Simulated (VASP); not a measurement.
Pd, 1 atom in the cell. The structure is cubic, space group Fm-3m (No. 225). The conventional cell has a = 3.893 Å, b = 3.893 Å, c = 3.893 Å, α = 90.00°, β = 90.00°, γ = 90.00°. Within 3.6 Å of Pd (site symmetry m-3m) lie 12 Pd at 2.75 Å. 

| Property | Result |
| --- | --- |
| Program | VASP 6.6.1 |
| Task | single point |
| Functional | r2SCAN |
| Potentials or basis | VASP PAW PBE potentials, release 64 (Pd_sv_GW) |
| Cutoff | 590 eV |
| k mesh | 12 × 12 × 12 |
| Occupations | fermi-dirac, width 0.1 eV |
| Spin | no spin polarisation |
| Hubbard terms | Pd d U = 5.3 eV |
| Dipole correction | no |
| Second run | valence_matched |
| Further INCAR settings | ALGO = Normal; EDIFF = 1e-06; NBANDS = 15 |

Potentials or basis: VASP PAW PBE potentials, release 64 (Pd_sv_GW).

The run is started by

```sh
$ cat potpaw_PBE.64/Pd_sv_GW/POTCAR > POTCAR
$ cp INCAR.step1 INCAR
$ mpirun -np 1 vasp_std > vasp.out
$ cp INCAR.step2 INCAR
$ mpirun -np 1 vasp_std > vasp.out
```

Hardware: 1 thread of Intel(R) Xeon(R) 6975P-C (Granite Rapids), on a shared host.

Question: How long does it take, and how much memory?

Answer: Wall time 43 s on 1 thread of Intel(R) Xeon(R) 6975P-C (Granite Rapids), on a shared host, peak memory 0.17 GiB. Counts: k points 72.
